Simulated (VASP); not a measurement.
Runs of VASP 6.6.1 on Cd. The structure is that of space group Im-3m (No. 229), or close to it. The cells are those of the table. 

| cell | gap on the mesh (eV) | pressure (GPa) |
| --- | --- | --- |
| a = 2.752 Å, angles 109.5°, 1 atom | none | (a) |
| a = 3.091 Å, angles 109.5°, 1 atom | none | -5.7 |
| a = 2.966 Å, angles 109.5°, 1 atom | none | -0.2 |
| a = 2.799 Å, angles 109.5°, 1 atom | none | (b) |
| a = 2.864 Å, angles 109.5°, 1 atom | none | 9.8 |

Alike in all rows: task single point; level PBEsol+D3(BJ); potentials or basis VASP PAW PBE potentials, release 64 (Cd); no spin polarisation; k mesh 7 × 7 × 7; cutoff (eV) 520; smearing fermi-dirac 0.1 eV.

Q: Fill in the values left out.

A: (a) 30.2; (b) 20.0.

Caveats: some runs use coarse meshes; three body term missing; the PAW data sets were made with another functional, which shifts forces and pressure a little; pairwise dispersion overbinds metals, which lowers pressure and volume.

A k mesh can miss the band edges, and the runs leave out spin-orbit coupling on Cd.

A gap of «none» marks levels without a gap at the run's occupations.
